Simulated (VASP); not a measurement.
The system is CoSi2 (fluorite type).

```
Co Si
1.0
     0.00000    2.64703    2.64703
     2.64703    0.00000    2.64703
     2.64703    2.64703    0.00000
Co Si
1 2
Direct
  0.00000 0.00000 0.00000
  0.25000 0.25000 0.25000
  0.75000 0.75000 0.75000
```

| Item | Value |
| --- | --- |
| Program | VASP 6.6.1 |
| Task | relaxation of cell and atoms |
| Functional | PBE |
| Potentials or basis | VASP PAW PBE potentials, release 64 (Co, Si) |
| Cutoff | 600 eV |
| k mesh | 11 × 11 × 11 |
| Occupations | fermi-dirac, width 0.08 eV |
| Spin | no spin polarisation |

At the start: pressure 7.0 GPa; volume 12.36 Å³/atom.

How do energy, volume and symmetry change on relaxing?

Over 3 steps the energy falls by 9.6 meV/atom and the volume is 12.82 Å³/atom (+3.7 %); space group Fm-3m (No. 225, to 0.05 Å).

The path:
```tsv
step	energy change (eV)	largest force (eV/Å)	pressure (GPa)	volume (Å³)
1	0.0000	0.0000	7.03	37.09
2	0.0065	0.0000	-6.71	40.08
3	-0.0289	0.0000	-0.05	38.47
```

Final structure:
```
CELL_PARAMETERS angstrom
0.00000 2.67936 2.67936
2.67936 0.00000 2.67936
2.67936 2.67936 0.00000
ATOMIC_POSITIONS crystal
Co 0.00000 0.00000 0.00000
Si 0.25000 0.25000 0.25000
Si 0.75000 0.75000 0.75000
```
